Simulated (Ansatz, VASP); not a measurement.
# Two plane-wave programs on Zn

```
CELL_PARAMETERS angstrom
2.64691 0.00000 0.00000
-1.32346 2.29229 0.00000
0.00000 0.00000 4.91350
ATOMIC_POSITIONS crystal
Zn 0.33333 0.66667 0.25000
Zn 0.66667 0.33333 0.75000
```

Change from the starting cell: volume scaled by 0.98, PAW files.

Alike in both runs: task electric field gradients; functional PBE; k mesh 16 × 16 × 8; occupations fermi-dirac, width 0.03 eV; no spin polarisation.

|  | VASP | Ansatz |
| --- | --- | --- |
| version | VASP 6.6.1 | Ansatz 0.2.0 |
| potentials or method | VASP PAW PBE potentials, release 64 (Zn) | PAW with Ansatz's default frozen-core files, scalar-relativistic |
| plane-wave cutoff (eV) | 520 | 420 |
| valence electrons in the cell | 24 | 24 |

```csv
,VASP,Ansatz,Ansatz less VASP
pressure (GPa),1.4,1.1,-0.35
"traceless stress, the component that is largest in VASP (GPa)",-0.75,-0.61,+0.137
size of Vzz on the site where it differs most (V/Å²),39.3,38.9,-0.39
```
